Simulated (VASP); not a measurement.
# P (Fm-3m) in VASP: a series of runs

Runs on P. Level: PBE. Tasks: relaxation of cell and atoms.

Everything below comes from runs of VASP 6.6.1. Logs are shortened: lines on timing, memory, paths and dates and some standing lists are left out, and cuts for length are marked.

### 1 The cell of the first run

The structure is cubic, space group Fm-3m (No. 225). The conventional cell has a = 8.806 Å, b = 8.806 Å, c = 8.806 Å, α = 90.00°, β = 90.00°, γ = 90.00°. Within 3.2 Å of P (site symmetry 3m) lie 6 P at 2.44 to 2.78 Å.

The cell was generated, and may not be a known phase.

### 2 Relaxation of cell and atoms, PBE

INCAR reads:

```
  PREC = Accurate
  ENCUT = 600
  EDIFF = 1E-7
  ISMEAR = 0
  SIGMA = 0.1
  LREAL = False
  LASPH = True
  NELM = 60
  ALGO = Normal
  ISIF = 3
  LWAVE = False
  LCHARG = False
  GGA = PE
  IBRION = 2
  NSW = 90
  EDIFFG = -0.04
```

KPOINTS reads:

```
Automatic mesh
0
Gamma
  4 4 4
```

POSCAR reads:

```
P
1.0
    0.0000000000      4.4027530500      4.4027530500
    4.4027530500      0.0000000000      4.4027530500
    4.4027530500      4.4027530500      0.0000000000
P
8
Direct
    0.8614233500      0.8614233500      0.8614233500
    0.8614233500      0.8614233500      0.4157299600
    0.8614233500      0.4157299600      0.8614233500
    0.4157299600      0.8614233500      0.8614233500
    0.1385766500      0.1385766500      0.5842700400
    0.1385766500      0.1385766500      0.1385766500
    0.1385766500      0.5842700400      0.1385766500
    0.5842700400      0.1385766500      0.1385766500
```

Potentials or basis: VASP PAW PBE potentials, release 64 (P).

On the command line:

```console
$ cat potpaw_PBE.64/P/POTCAR > POTCAR
$ mpirun -np 1 vasp_std > vasp.out
```

OUTCAR:

```text
PREC = Accurate
   ENCUT = 600
   EDIFF = 1E-7
   ISMEAR = 0
   LREAL = False
   LASPH = True
   NELM = 60
   ISIF = 3
   GGA = PE
   IBRION = 2
   NSW = 90
   EDIFFG = -0.04

 ion  position               nearest neighbor table
   1  0.861  0.861  0.861-   5 2.44   7 2.44   8 2.44   2 2.78   3 2.78   4 2.78
   2  0.861  0.861  0.416-   6 2.44   7 2.44   8 2.44   1 2.78   3 2.78   4 2.78
   3  0.861  0.416  0.861-   6 2.44   5 2.44   8 2.44   1 2.78   2 2.78   4 2.78
   4  0.416  0.861  0.861-   6 2.44   5 2.44   7 2.44   1 2.78   2 2.78   3 2.78
   5  0.139  0.139  0.584-   1 2.44   3 2.44   4 2.44   6 2.78   7 2.78   8 2.78
   6  0.139  0.139  0.139-   2 2.44   3 2.44   4 2.44   5 2.78   7 2.78   8 2.78
   7  0.139  0.584  0.139-   1 2.44   2 2.44   4 2.44   5 2.78   6 2.78   8 2.78
   8  0.584  0.139  0.139-   1 2.44   2 2.44   3 2.44   5 2.78   6 2.78   7 2.78

  LATTYP: Found a face centered cubic cell.
 ALAT       =     8.8055061000

  Lattice vectors:

 A1 = (   0.0000000000,   4.4027530500,   4.4027530500)
 A2 = (   4.4027530500,   0.0000000000,   4.4027530500)
 A3 = (   4.4027530500,   4.4027530500,   0.0000000000)

Analysis of symmetry for initial positions (statically):
=====================================================================
 Subroutine PRICEL returns:
 Original cell was already a primitive cell.

 Routine SETGRP: Setting up the symmetry group for a
 face centered cubic supercell.

 Subroutine GETGRP returns: Found 48 space group operations
 (whereof 48 operations were pure point group operations)
 out of a pool of 48 trial point group operations.

The static configuration has the point symmetry O_h .

Analysis of symmetry for dynamics (positions and initial velocities):
=====================================================================
 Subroutine PRICEL returns:
 Original cell was already a primitive cell.

 Routine SETGRP: Setting up the symmetry group for a
 face centered cubic supercell.

 Subroutine GETGRP returns: Found 48 space group operations
 (whereof 48 operations were pure point group operations)
 out of a pool of 48 trial point group operations.

The dynamic configuration has the point symmetry O_h .

 Subroutine INISYM returns: Found 48 space group operations
 (whereof 48 operations are pure point group operations),
 and found     1 'primitive' translations

----------------------------------------------------------------------------------------

                                     Primitive cell

[... 75 lines left out ...]
 SYSTEM =  unknown system
   PREC   = accura    normal or accurate (medium, high low for compatibility)
   ISTART =      0    job   : 0-new  1-cont  2-samecut
   ICHARG =      2    charge: 1-file 2-atom 10-const
   ISPIN  =      1    spin polarized calculation?
   LNONCOLLINEAR =      F non collinear calculations
   LSORBIT =      F    spin-orbit coupling
   LASPH  =      T    aspherical Exc in radial PAW
   ENCUT  =  600.0 eV  44.10 Ry    6.64 a.u.  12.44 12.44 12.44*2*pi/ulx,y,z
   NELM   =     60;   NELMIN=  2; NELMDL= -5     # of ELM steps
   EDIFF  = 0.1E-06   stopping-criterion for ELM
   LREAL  =      F    real-space projection
   EDIFFG = -.4E-01   stopping-criterion for IOM
   NSW    =     90    number of steps for IOM
   IBRION =      2    ionic relax: 0-MD 1-quasi-New 2-CG
   NFREE  =      1    steps in history (QN), initial steepest desc. (CG)
   ISIF   =      3    stress and relaxation
   ISYM   =      2    0-nonsym 1-usesym 2-fastsym
   POTIM  = 0.5000    time-step for ionic-motion
   TEBEG  =    0.0;   TEEND  =   0.0 temperature during run
   PSTRESS=    0.0 pullay stress
   NELECT =      40.0000    total number of electrons
   NUPDOWN=      -1.0000    fix difference up-down
   EMIN   =  10.00;   EMAX   =-10.00  energy-range for DOS
   EFERMI =   0.00;   METHOD = LEGACY
   ISMEAR =     0;   SIGMA  =   0.10  broadening in eV -4-tet -1-fermi 0-gaus
   EFERMI_NEDOS =   21; number of points for ismear=-14 and -15
   IALGO  =     38    algorithm
   IMIX   =      4    mixing-type and parameters
     AMIX     =   0.40;   BMIX     =  1.00
     AMIX_MAG =   1.60;   BMIX_MAG =  1.00
  volume/ion in A,a.u.               =      21.34       143.98
  Fermi-wavevector in a.u.,A,eV,Ry     =   1.009316  1.907331 13.860511  1.018719
  Thomas-Fermi vector in A             =   2.142237
   LORBIT       =      0    0 simple, 1 ext, 2 COOP (PROOUT), +10 PAW based schemes
   GGA     = PE    functional components
   LHFCALC =     F    Hartree Fock is set to
   AEXX    =    0.0000 exact exchange contribution
   IVDW    =     0    specifies the selected vdW correction
   LEPSILON=     F    determine dielectric tensor
   LRPA    =     F    only Hartree local field effects (RPA)
 conjugate gradient relaxation of ions
 non-spin polarized calculation
 Gauss-broadening in eV      SIGMA  =   0.10
  energy-cutoff  :      600.00
  volume of cell :      170.69
 maximum number of plane-waves:      5769
 NGX is ok and might be reduce to    50
   NGX = 25   NGY = 25   NGZ = 25

--------------------------------------- Ionic step        1  -------------------------------------------

 number of electron      40.0000001 magnetization

 Free energy of the ion-electron system (eV)
  ---------------------------------------------------
  ext. energy  EPLUGINS =         0.00000000
  ---------------------------------------------------
  free energy    TOTEN  =       -39.66057598 eV

  energy without entropy =      -39.63919218  energy(sigma->0) =      -39.64988408

------------------------ aborting loop because EDIFF is reached ----------------------------------------

  FORCE on cell =-STRESS in cart. coord.  units (eV):
  Direction    XX          YY          ZZ          XY          YZ          ZX
  --------------------------------------------------------------------------------------
  -------------------------------------------------------------------------------------
  Total       -6.6605042     -6.6605042     -6.6605042      0.0000000     -0.0000000      0.0000000
  in kB      -62.5193875    -62.5193875    -62.5193875      0.0000000     -0.0000000      0.0000000
  external PRESSURE =     -62.5193875 kB  Pullay stress =       0.0000000 kB
[... 281 lines left out ...]
--------------------------------------- Ionic step        8  -------------------------------------------

 number of electron      40.0000003 magnetization

 Free energy of the ion-electron system (eV)
  ---------------------------------------------------
  ext. energy  EPLUGINS =         0.00000000
  ---------------------------------------------------
  free energy    TOTEN  =       -40.11719394 eV

  energy without entropy =      -40.07952799  energy(sigma->0) =      -40.09836096

 E-fermi :   5.8603     XC(G=0):  -9.3908

 val. band max:        5.8601503174   @ k =   0.5000   0.2500   0.0000
 cond. band min:       6.2677195783   @ k =  -0.2500   0.2500   0.0000
 fundamental gap:      0.4075692609
 Fermi energy:         5.8602899603

 k-point     1 :       0.0000    0.0000    0.0000
  band No.  band energies     occupation
      1      -9.6309      2.00000
      2      -5.5787      2.00000
      3      -5.5787      2.00000
      4      -5.5787      2.00000
      5      -3.7912      2.00000
      6      -3.7912      2.00000
[... 248 lines left out ...]
  FREE ENERGIE OF THE ION-ELECTRON SYSTEM (eV)
  ---------------------------------------------------
  free  energy   TOTEN  =       -40.1171939373 eV

  energy  without entropy=      -40.0795279912  energy(sigma->0) =      -40.09836096

 reached required accuracy - stopping structural energy minimisation
```

OSZICAR:

```text
N       E                     dE             d eps       ncg     rms          rms(c)
DAV:   1     0.179201432298E+03    0.17920E+03   -0.18157E+04   400   0.152E+03
DAV:   2    -0.221578197428E+02   -0.20136E+03   -0.19801E+03   490   0.220E+02
DAV:   3    -0.394355365743E+02   -0.17278E+02   -0.17064E+02   544   0.601E+01
[... 89 lines left out ...]
DAV:   4    -0.401171798862E+02   -0.31831E-05   -0.10272E-04   492   0.522E-02    0.313E-02
DAV:   5    -0.401171881673E+02   -0.82811E-05   -0.83747E-06   455   0.144E-02    0.142E-02
DAV:   6    -0.401171927286E+02   -0.45612E-05   -0.20760E-06   438   0.590E-03    0.329E-03
DAV:   7    -0.401171939502E+02   -0.12216E-05   -0.55626E-07   363   0.286E-03    0.120E-03
DAV:   8    -0.401171939373E+02    0.12913E-07   -0.37745E-07   360   0.197E-03
   8 F= -.40117194E+02 E0= -.40098361E+02  d E =-.252432E-02
```

Run time: 9.9 min. Hardware: 1 thread of Intel Xeon 8259CL, shared host; peak memory 0.35 GiB.

What came out:

```yaml
Free_energy: -40.1172 eV
Relaxed_volume: 19.95 Å³/atom
Relaxed_cell: a = 6.089 Å, b = 6.089 Å, c = 6.089 Å, α = 60.00°, β = 60.00°, γ = 60.00°
Space_group_after_relaxing_to_0.1_Å: Fm-3m (No. 225)
Energy_gained_by_relaxing: 57.1 meV/atom
Ionic_steps: 8
Pressure_after_relaxing: 0.0 GPa
Largest_force_after_relaxing: 0.024 eV/Å
Band_gap_on_the_k_mesh: zero (bands 20 and 21 overlap by 1.59 eV)
```

Forces on the atoms (eV/Å):
```
P    0.014  0.014  0.014
P   -0.014 -0.014  0.014
P   -0.014  0.014 -0.014
P    0.014 -0.014 -0.014
P    0.014  0.014 -0.014
P   -0.014 -0.014 -0.014
P    0.014 -0.014  0.014
P   -0.014  0.014  0.014
```

Step by step:
```tsv
step	energy change (eV)	largest force (eV/Å)	pressure (GPa)	volume (Å³)
1	0.0000	0.8456	-6.25	170.69
2	-0.3909	0.2048	2.94	150.94
3	-0.4379	0.1268	0.33	155.40
4	-0.4377	0.1069	0.49	155.10
5	-0.4443	0.0688	0.50	155.87
6	-0.4541	0.0397	0.58	158.17
7	-0.4542	0.0852	-0.57	161.03
8	-0.4566	0.0239	-0.01	159.61
```

Final structure:
```yaml
crystal:
  lattice:
    - [0.00000, 4.30538, 4.30538]
    - [4.30538, 0.00000, 4.30538]
    - [4.30538, 4.30538, 0.00000]
  atoms:
    - { symbol: P, position: [0.86515, 0.86515, 0.86515] }
    - { symbol: P, position: [0.86515, 0.86515, 0.40455] }
    - { symbol: P, position: [0.86515, 0.40455, 0.86515] }
    - { symbol: P, position: [0.40455, 0.86515, 0.86515] }
    - { symbol: P, position: [0.13485, 0.13485, 0.59545] }
    - { symbol: P, position: [0.13485, 0.13485, 0.13485] }
    - { symbol: P, position: [0.13485, 0.59545, 0.13485] }
    - { symbol: P, position: [0.59545, 0.13485, 0.13485] }
```

Caveat: this functional lacks dispersion, which holds the molecules together, so the pressure and a relaxed volume are unreliable.

### 3 Relaxation of cell and atoms, PBE

This run uses another cell than the first one, of 19.82 Å³/atom.

INCAR reads:

```
SYSTEM = P
ALGO = Normal
EDIFF = 1E-7
EDIFFG = -0.01
ENCUT = 600
GGA = PE
IBRION = 2
ISIF = 3
ISMEAR = 0
LASPH = .True.
LCHARG = .False.
LREAL = .False.
LWAVE = .False.
NELM = 80
NSW = 100
PREC = Accurate
SIGMA = 0.1
```

KPOINTS reads:

```
k-points
0
Gamma
  8 8 8
  0 0 0
```

POSCAR reads:

```
P
1.0
    0.0000000000      4.2960541920      4.2960541920
    4.2960541920      0.0000000000      4.2960541920
    4.2960541920      4.2960541920      0.0000000000
P
8
Direct
    0.8645777779      0.8645777779      0.8645777779
    0.8645777779      0.8645777779      0.4062666664
    0.8645777779      0.4062666664      0.8645777779
    0.4062666664      0.8645777779      0.8645777779
    0.1354222221      0.1354222221      0.5937333336
    0.1354222221      0.1354222221      0.1354222221
    0.1354222221      0.5937333336      0.1354222221
    0.5937333336      0.1354222221      0.1354222221
```

Potentials or basis: VASP PAW PBE potentials, release 64 (P).

On the command line:

```console
$ cat potpaw_PBE.64/P/POTCAR > POTCAR
$ mpirun -np 1 vasp_std > vasp.out
```

Run time: 14 min. Hardware: 1 thread of Intel Xeon 8259CL, shared host; peak memory 0.4 GiB.

The run converged. Its results:

```
Free energy                           : -40.1144 eV
Relaxed volume                        : 20.17 Å³/atom
Relaxed cell                          : a = 6.111 Å, b = 6.111 Å, c = 6.111 Å, α = 60.00°, β = 60.00°, γ = 60.00°
Space group after relaxing (to 0.1 Å) : Fm-3m (No. 225)
Energy gained by relaxing             : 1.7 meV/atom
Ionic steps                           : 6
Pressure after relaxing               : 0.1 GPa
Largest force after relaxing          : 0.008 eV/Å
Band gap on the k mesh                : zero (bands 20 and 21 overlap by 1.64 eV)
```

Forces in eV/Å, atoms in the order of the input:
```
P   -0.005 -0.005 -0.005
P    0.005  0.005 -0.005
P    0.005 -0.005  0.005
P   -0.005  0.005  0.005
P   -0.005 -0.005  0.005
P    0.005  0.005  0.005
P   -0.005  0.005 -0.005
P    0.005 -0.005 -0.005
```

Step by step:
| step | energy change (eV) | largest force (eV/Å) | pressure (GPa) | volume (Å³) |
| --- | --- | --- | --- | --- |
| 1 | 0.0000 | 0.1653 | -0.42 | 158.58 |
| 2 | -0.0055 | 0.0190 | 0.57 | 157.39 |
| 3 | -0.0057 | 0.0450 | 0.39 | 157.60 |
| 4 | -0.0087 | 0.0337 | 0.31 | 158.37 |
| 5 | -0.0135 | 0.0011 | 0.11 | 160.71 |
| 6 | -0.0137 | 0.0085 | 0.07 | 161.40 |

Final structure:
```
CELL_PARAMETERS angstrom
0.00000 4.32136 4.32136
4.32136 0.00000 4.32136
4.32136 4.32136 0.00000
ATOMIC_POSITIONS crystal
P 0.86636 0.86636 0.86636
P 0.86636 0.86636 0.40092
P 0.86636 0.40092 0.86636
P 0.40092 0.86636 0.86636
P 0.13364 0.13364 0.59908
P 0.13364 0.13364 0.13364
P 0.13364 0.59908 0.13364
P 0.59908 0.13364 0.13364
```

Levels at points of the mesh, in eV from the Fermi level:
```
           k point  band 17  band 18  band 19  band 20  band 21  band 22  band 23  band 24
(0.00, 0.00, 0.00)    -2.24     1.25     1.25     1.25     1.46     1.46     1.46     1.48
(0.50, 0.00, 0.00)    -1.71    -1.71    -1.23    -0.36    -0.36     1.88     1.88     2.29
(0.50, 0.50, 0.00)    -1.61    -1.61    -0.97    -0.97     0.53     0.91     0.91     2.03
```

Caveat: this functional lacks dispersion, which holds the molecules together, so the pressure and a relaxed volume are unreliable.

The gap in the log of VASP goes by the Fermi energy; the results here count the filled bands.